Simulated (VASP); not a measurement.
Wanted: the native input for a VASP 6.6.1 run.

* Task: single point
* Functional: PBE
* Potentials or basis: VASP PAW PBE potentials, release 64 (C)
* Cutoff: 520 eV
* k mesh: 12 × 12 × 4
* Occupations: gaussian, width 0.05 eV
* Spin: no spin polarisation
* Dipole correction: no
* Further INCAR settings: ALGO = Normal; EDIFF = 1e-06; NBANDS = 26

The structure of C lies in POSCAR:

```
C
1.0
    2.5180642186      0.0000000000      0.0000000000
   -1.2590321093      2.1807075817      0.0000000000
    0.0000000000      0.0000000000      8.3046919353
C
8
Direct
   -0.0673446307     -0.0425549949      0.0929732494
    0.0673446307      0.0425549949      0.5929732494
    0.0673446307      0.0425549949      0.4070267506
   -0.0673446307     -0.0425549949      0.9070267506
    0.2781868487      0.6318196663      0.1555299995
    0.7218131513      0.3681803337      0.6555299995
    0.3884798180      0.7015136671      0.3444700005
    0.6115201820      0.2984863329      0.8444700005
```

This cell differs from its parent crystal: atoms displaced along several vibrational modes.

The input as run:

INCAR

```
SYSTEM = C
ALGO = Normal
EDIFF = 1E-6
ENCUT = 520
GGA = PE
ISIF = 2
ISMEAR = 0
LASPH = .TRUE.
LCHARG = .TRUE.
LELF = .TRUE.
LREAL = .FALSE.
LVHAR = .TRUE.
LWAVE = .FALSE.
NBANDS = 26
NELM = 100
PREC = Accurate
SIGMA = 0.05
```

KPOINTS

```
k-points
0
G
  12 12 4
  0 0 0
```

Potentials or basis: VASP PAW PBE potentials, release 64 (C).

Launch:

```console
$ cat potpaw_PBE.64/C/POTCAR > POTCAR
$ mpirun -np 1 vasp_std > vasp.out
```

Results of the run:

```
Pressure               : 0.9 GPa
Largest force          : 1.069 eV/Å
Band gap on the k mesh : 4.44 eV (least direct gap 5.32 eV)
```

Caveat: the cell differs from its parent crystal (atoms displaced along several vibrational modes); forces of over 1 eV/Å act on the atoms, so gaps and moduli don't describe the material at rest.

It took 4.9 min on 1 thread of Intel(R) Xeon(R) Platinum 8259CL CPU @ 2.50GHz (Skylake/Cascade Lake) (shared host), peak memory 0.28 GiB.
